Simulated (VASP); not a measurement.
# NiPt2 (Pn-3m) in VASP: further runs, part 2 of 2

VASP 6.6.1. Earlier steps stand in the parts before.

## (3) Single point, r2SCAN, collinear spin, ferromagnetic start

This run uses another cell than the first one, of 15.12 Å³/atom.

POSCAR reads:

```
NiPt2
1.0
    4.4929852193      0.0000000000      0.0000000000
    0.0000000000      4.4929852193      0.0000000000
    0.0000000000      0.0000000000      4.4929852193
Ni Pt
2 4
Direct
    0.0000000000      0.0000000000      0.0000000000
    0.5000000000      0.5000000000      0.5000000000
    0.2500000000      0.2500000000      0.2500000000
    0.2500000000      0.7500000000      0.7500000000
    0.7500000000      0.7500000000      0.2500000000
    0.7500000000      0.2500000000      0.7500000000
```

INCAR.step1 reads:

```
SYSTEM = NiPt2
PREC     = Accurate       ! precision mode
ENCUT    = 520            ! plane-wave cutoff, eV
ISMEAR   = 0              ! smearing method
SIGMA    = 0.1            ! smearing width, eV
LREAL    = .False.        ! projectors in reciprocal space
LASPH    = .True.         ! aspherical terms in the spheres
NELM     = 150            ! most SCF steps
ISPIN    = 2              ! spin polarisation
MAGMOM   = 2 2 0 0 0 0    ! initial moments
LMAXMIX  = 4              ! l up to which the mixer works
NBANDS   = 43             ! bands
GGA      = PE             ! functional
ALGO     = Normal         ! electronic algorithm
EDIFF    = 1E-4           ! SCF threshold, eV
LWAVE    = .True.         ! write WAVECAR
LCHARG   = .False.        ! write CHGCAR
```

INCAR.step2 reads:

```
SYSTEM = NiPt2
PREC     = Accurate       ! precision mode
ENCUT    = 520            ! plane-wave cutoff, eV
EDIFF    = 1E-7           ! SCF threshold, eV
ISMEAR   = 0              ! smearing method
SIGMA    = 0.1            ! smearing width, eV
LREAL    = .False.        ! projectors in reciprocal space
LASPH    = .True.         ! aspherical terms in the spheres
NELM     = 150            ! most SCF steps
ALGO     = Normal         ! electronic algorithm
ISIF     = 2              ! what is computed and relaxed
LWAVE    = .False.        ! write WAVECAR
LCHARG   = .False.        ! write CHGCAR
ISPIN    = 2              ! spin polarisation
MAGMOM   = 2 2 0 0 0 0    ! initial moments
LORBIT   = 11             ! projections on sites
LMAXMIX  = 4              ! l up to which the mixer works
METAGGA  = R2SCAN         ! meta-GGA
LMIXTAU  = .True.       
NBANDS   = 43             ! bands
ISTART   = 1
```

KPOINTS reads:

```
Automatic mesh
0
Gamma
  4 4 4
  0 0 0
```

Potentials or basis: VASP PAW PBE potentials, release 64 (Ni, Pt).

On the command line:

```sh
cat potpaw_PBE.64/Ni/POTCAR potpaw_PBE.64/Pt/POTCAR > POTCAR
cp INCAR.step1 INCAR
mpirun -np 1 vasp_std > vasp.out
cp INCAR.step2 INCAR
mpirun -np 1 vasp_std > vasp.out
```

Wall time 3.1 min (1 thread of AMD EPYC 9R45 (Zen 5), shared host); peak memory 0.25 GiB.

It converged, with:

| Property | Result |
| --- | --- |
| Free energy | -211.3085 eV |
| Pressure | 86.6 GPa |
| Band gap on the k mesh | zero (filled and empty bands overlap) |
| Net moment | 0.00 μB per cell |
| Valence electrons inside the program's atomic spheres | Ni 10.72; Pt 9.59 |

Levels at points of the mesh, in eV from the Fermi level:
Spin up:
```
           k point  band 26  band 27  band 28  band 29  band 30  band 31  band 32  band 33  band 34  band 35
(0.00, 0.00, 0.00)    -1.12    -0.23     0.44     0.44     0.77     0.77     0.77     2.25     2.25     4.27
(0.50, 0.00, 0.00)    -1.86    -0.73    -0.73    -0.47    -0.47     0.11     0.11     2.94     2.94     4.75
(0.50, 0.50, 0.00)    -1.68    -1.18    -1.18    -0.48    -0.48     0.01     0.01     0.48     0.48     5.97
(0.50, 0.50, 0.50)    -1.33    -0.57    -0.57    -0.57     0.38     0.38     0.38     0.38     0.38     1.46
```
Spin down:
| k point | band 26 | band 27 | band 28 | band 29 | band 30 | band 31 | band 32 | band 33 | band 34 | band 35 |
| --- | --- | --- | --- | --- | --- | --- | --- | --- | --- | --- |
| (0.00, 0.00, 0.00) | -1.12 | -0.23 | 0.44 | 0.44 | 0.77 | 0.77 | 0.77 | 2.25 | 2.25 | 4.27 |
| (0.50, 0.00, 0.00) | -1.86 | -0.73 | -0.73 | -0.47 | -0.47 | 0.11 | 0.11 | 2.94 | 2.94 | 4.75 |
| (0.50, 0.50, 0.00) | -1.68 | -1.18 | -1.18 | -0.48 | -0.48 | 0.01 | 0.01 | 0.48 | 0.48 | 5.97 |
| (0.50, 0.50, 0.50) | -1.33 | -0.57 | -0.57 | -0.57 | 0.38 | 0.38 | 0.38 | 0.38 | 0.38 | 1.46 |

Caveat: the cell stands under pressure; the moments typed at the start vanished in this run; the PAW data sets were made with another functional, which shifts forces and pressure a little; spin-orbit coupling is left out, which moves the levels of the heavy elements.

## (4) Relaxation of cell and atoms, r2SCAN

This run uses another cell than the first one, of 15.12 Å³/atom.

POSCAR is that of step 3.

INCAR.step1 reads:

```
SYSTEM = NiPt2
PREC = Accurate
ENCUT = 600
ISMEAR = 0
SIGMA = 0.1
LREAL = .False.
LASPH = .True.
NELM = 60
GGA = PE
ALGO = Normal
EDIFF = 1E-4
LWAVE = .True.
LCHARG = .False.
```

INCAR.step2 reads:

```
SYSTEM = NiPt2
PREC = Accurate
ENCUT = 600
EDIFF = 1E-7
ISMEAR = 0
SIGMA = 0.1
LREAL = .False.
LASPH = .True.
NELM = 60
ALGO = Normal
ISIF = 3
LWAVE = .False.
LCHARG = .False.
METAGGA = R2SCAN
LMIXTAU = .True.
IBRION = 2
NSW = 90
EDIFFG = -0.04
ISTART = 1
```

KPOINTS is that of step 3.

On the command line:

```sh
cat potpaw_PBE.64/Ni/POTCAR potpaw_PBE.64/Pt/POTCAR > POTCAR
cp INCAR.step1 INCAR
mpirun -np 1 vasp_std > vasp.out
cp INCAR.step2 INCAR
mpirun -np 1 vasp_std > vasp.out
```

It took 9.2 min on 1 thread of AMD EPYC 9R45 (Zen 5), shared host; peak memory 0.21 GiB.

The run converged. Its results:

| Property | Result |
| --- | --- |
| Free energy | -218.9673 eV |
| Relaxed volume | 21.85 Å³/atom |
| Relaxed cell | a = 5.080 Å, b = 5.080 Å, c = 5.080 Å, α = 90.00°, β = 90.00°, γ = 90.00° |
| Space group after relaxing (to 0.1 Å) | Pn-3m (No. 224) |
| Energy gained by relaxing | 1276.6 meV/atom |
| Ionic steps | 5 |
| Pressure after relaxing | 0.2 GPa |
| Band gap on the k mesh | zero (bands 30 and 31 overlap by 0.49 eV) |

Step by step:
```csv
step,energy change (eV),largest force (eV/Å),pressure (GPa),volume (Å³)
1,0.0000,0.0000,86.59,90.70
2,0.5527,0.0000,-11.87,245.77
3,-7.5294,0.0000,-4.84,139.52
4,-7.6303,0.0000,-2.46,135.13
5,-7.6598,0.0000,0.18,131.12
```

Final structure:
```cif
data_structure
_symmetry_space_group_name_H-M 'P 1'
_symmetry_Int_Tables_number 1
_cell_length_a 5.0803
_cell_length_b 5.0803
_cell_length_c 5.0803
_cell_angle_alpha 90.000
_cell_angle_beta 90.000
_cell_angle_gamma 90.000
_cell_volume 131.12
loop_
_atom_site_label
_atom_site_type_symbol
_atom_site_fract_x
_atom_site_fract_y
_atom_site_fract_z
_atom_site_occupancy
Ni1 Ni 0.00000 0.00000 0.00000 1
Ni2 Ni 0.50000 0.50000 0.50000 1
Pt1 Pt 0.25000 0.25000 0.25000 1
Pt2 Pt 0.25000 0.75000 0.75000 1
Pt3 Pt 0.75000 0.75000 0.25000 1
Pt4 Pt 0.75000 0.25000 0.75000 1
```

Levels at points of the mesh, in eV from the Fermi level:
```
           k point  band 28  band 29  band 30  band 31  band 32  band 33
(0.00, 0.00, 0.00)     0.19     0.19     0.41     0.41     0.41     2.60
(0.50, 0.00, 0.00)    -0.56    -0.33    -0.33     0.08     0.08     1.92
(0.50, 0.50, 0.00)    -0.72    -0.34    -0.34     0.00     0.00     0.36
(0.50, 0.50, 0.50)     0.16     0.16     0.17     0.17     0.72     0.72
```

Caveat: the volume moved by over 15 % at a fixed basis, so the end points are rough; the PAW data sets were made with another functional, which shifts forces and pressure a little; spin-orbit coupling is left out, which moves the levels of the heavy elements.

## (5) Single point, r2SCAN

Edit POSCAR of step 4 so:

```diff
@@ -2,5 +2,5 @@
 1.0
-    4.4929852193      0.0000000000      0.0000000000
-    0.0000000000      4.4929852193      0.0000000000
-    0.0000000000      0.0000000000      4.4929852193
+    5.0862968937      0.0000000000      0.0000000000
+    0.0000000000      5.0862968937      0.0000000000
+    0.0000000000      0.0000000000      5.0862968937
 Ni Pt
```

INCAR.step1 reads:

```
ALGO = Normal
EDIFF = 1E-4
ENCUT = 520
GGA = PE
ISMEAR = 0
LASPH = True
LCHARG = False
LREAL = False
LWAVE = True
NBANDS = 39
NELM = 100
PREC = Accurate
SIGMA = 0.1
```

INCAR.step2 reads:

```
ALGO = Normal
EDIFF = 1E-7
ENCUT = 520
ISIF = 2
ISMEAR = 0
ISTART = 1
LASPH = True
LCHARG = True
LELF = True
LMIXTAU = True
LREAL = False
LVHAR = True
LWAVE = False
METAGGA = R2SCAN
NBANDS = 39
NELM = 100
PREC = Accurate
SIGMA = 0.1
```

KPOINTS reads:

```
k-points
0
Gamma
  8 8 8
```

On the command line:

```sh
cat potpaw_PBE.64/Ni/POTCAR potpaw_PBE.64/Pt/POTCAR > POTCAR
cp INCAR.step1 INCAR
mpirun -np 1 vasp_std > vasp.out
cp INCAR.step2 INCAR
mpirun -np 1 vasp_std > vasp.out
```

Wall time 6.4 min (1 thread of AMD EPYC 9R45 (Zen 5), shared host); peak memory 0.32 GiB.

Results (log left out):

```yaml
Free_energy: -218.9826 eV
Pressure: -0.1 GPa
Band_gap_on_the_k_mesh: zero (bands 30 and 31 overlap by 0.49 eV)
```

Levels at points of the mesh, in eV from the Fermi level:
| k point | band 28 | band 29 | band 30 | band 31 | band 32 | band 33 |
| --- | --- | --- | --- | --- | --- | --- |
| (0.00, 0.00, 0.00) | 0.18 | 0.18 | 0.40 | 0.40 | 0.40 | 2.58 |
| (0.50, 0.00, 0.00) | -0.56 | -0.33 | -0.33 | 0.07 | 0.07 | 1.90 |
| (0.50, 0.50, 0.00) | -0.72 | -0.34 | -0.34 | -0.01 | -0.01 | 0.36 |
| (0.50, 0.50, 0.50) | 0.14 | 0.14 | 0.16 | 0.16 | 0.71 | 0.71 |

Caveat: the PAW data sets were made with another functional, which shifts forces and pressure a little; spin-orbit coupling is left out, which moves the levels of the heavy elements.

## (6) The runs side by side

```tsv
task	cell	k mesh	cutoff (eV)	gap on the mesh (eV)	pressure (GPa)
single point	a = 5.086 Å, 6 atoms	4 × 4 × 4	520	none	-0.2
relaxation of cell and atoms	relaxed from a = 4.493 Å, 6 atoms	4 × 4 × 4	600	none	0.2
single point	a = 5.086 Å, 6 atoms	8 × 8 × 8	520	none	-0.1
```

Alike in all rows: level r2SCAN; potentials or basis VASP PAW PBE potentials, release 64 (Ni, Pt); no spin polarisation; smearing gaussian 0.1 eV.

Caveats: the PAW data sets were made with another functional, which shifts forces and pressure a little; spin-orbit coupling is left out, which moves the levels of the heavy elements; the volume moved by over 15 % at a fixed basis, so the end points are rough (at least some runs).

Absolute energies hang on the potentials; compare differences alone.
